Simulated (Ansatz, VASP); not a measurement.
# Two plane-wave programs on Mo

```
Mo
1.0
    -1.56498    1.56498    1.56498
     1.56498   -1.56498    1.56498
     1.56498    1.56498   -1.56498
Mo
1
Direct
  0.00000 0.00000 0.00000
```

Alike in both runs: functional PBEsol; k mesh 24 × 24 × 24; occupations gaussian, width 0.3 eV; no spin polarisation.

Ansatz relaxed the structure, and its values are those at the end. VASP's run is a single point on that final structure, the one shown.

|  | VASP | Ansatz |
| --- | --- | --- |
| version | VASP 6.6.1 | Ansatz 0.2.0 |
| potentials or method | VASP PAW PBE potentials, release 64 (Mo_sv) | scalar-relativistic, plane waves, PAW |
| plane-wave cutoff (eV) | 520 | 420 |
| valence electrons in the cell | 14 | 14 |

Ansatz gave:

- gap on the k mesh at the Fermi level (eV): none
- pressure (GPa): 0.0

Q: Which values does VASP return?

A: gap on the k mesh at the Fermi level (eV): none; pressure (GPa): 0.6.

VASP's potentials were made for PBE, not for PBEsol. A gap of «none» marks a metal or a gap that the smearing closes. With one functional, cell and mesh, what is left measures potentials, basis and numerics.
